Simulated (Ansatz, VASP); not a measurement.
## B5As2: VASP beside Ansatz

INCAR

```
SYSTEM = B5As2
PREC = Accurate
ENCUT = 500
EDIFF = 1E-7
ISMEAR = 0
SIGMA = 0.2
LREAL = .False.
LASPH = .True.
NELM = 120
ALGO = Normal
ISIF = 3
LWAVE = .False.
LCHARG = .False.
GGA = PE
IBRION = 2
NSW = 36
EDIFFG = -0.08
GGA_COMPAT = .False.
NELMIN = 4
```

The input KPOINTS:

```
Automatic mesh
0
Gamma
  4 4 4
  0 0 0
```

The input POSCAR:

```
B5As2
1.0
    2.3179400700      1.3382633300      4.7638258900
   -2.3179400700      1.3382633300      4.7638258900
    0.0000000000     -2.6765266500      4.7638258900
B As
5 2
Direct
    0.7146845700      0.7146845700      0.7146845700
    0.2853154300      0.2853154300      0.2853154300
    0.0000000000      0.0000000000      0.5000000000
    0.5000000000      0.0000000000      0.0000000000
    0.0000000000      0.5000000000      0.0000000000
    0.3988769100      0.3988769100      0.3988769100
    0.6011230900      0.6011230900      0.6011230900
```

Input for Ansatz:

```yaml
crystal:
  lattice:
    - [2.31794007, 1.33826333, 4.76382589]
    - [-2.31794007, 1.33826333, 4.76382589]
    - [0.0, -2.67652665, 4.76382589]
  atoms:
    - { symbol: B, position: [0.71468457, 0.71468457, 0.71468457] }
    - { symbol: B, position: [0.28531543, 0.28531543, 0.28531543] }
    - { symbol: B, position: [0.0, 0.0, 0.5] }
    - { symbol: B, position: [0.5, 0.0, 0.0] }
    - { symbol: B, position: [0.0, 0.5, 0.0] }
    - { symbol: As, position: [0.39887691, 0.39887691, 0.39887691] }
    - { symbol: As, position: [0.60112309, 0.60112309, 0.60112309] }
basis:
  ecutwfc: 420
kpoints:
  mp_grid: { grid: [4, 4, 4] }
hamiltonian:
  xc: pbe
scf:
  occupations: { method: gaussian, width: 0.2 }
  lower_state_search: "off"
output:
  forces: true
  stress: true
  eigenvalues: true
relax:
  adjacent_minimum: "off"
  f_tol: 0.08
  max_steps: 16
  cell: { stress_tol: 0.8 }
```

Alike in both runs: task relaxation of cell and atoms; functional PBE; k mesh 4 × 4 × 4; occupations gaussian, width 0.2 eV; no spin polarisation.

```csv
,VASP,Ansatz
version,VASP 6.6.1,Ansatz 0.2.0
potentials or method,"VASP PAW PBE potentials, release 64 (B, As), cutoff 500 eV","scalar-relativistic, plane waves, PAW"
valence electrons in the cell,25,45
```

Ansatz gave:

| Property | Result |
| --- | --- |
| gap on the k mesh at the Fermi level, each at its own relaxed structure (eV) | none |
| relaxed volume (Å³/atom) | 12.55 |
| relaxed length of the cell vector where the two differ most in proportion (Å) | 5.266 |

Q: Estimate VASP's values.

A: gap on the k mesh at the Fermi level, each at its own relaxed structure (eV): none; relaxed volume (Å³/atom): 12.83; relaxed length of the cell vector where the two differ most in proportion (Å): 5.295.

A gap of «none» marks a metal or a gap that the smearing closes. VASP's potentials hold 25 valence electrons a cell and Ansatz's 45, so a difference there can come from the potentials and not from the codes.

The k mesh is coarse, so the values compare programs but aren't converged.
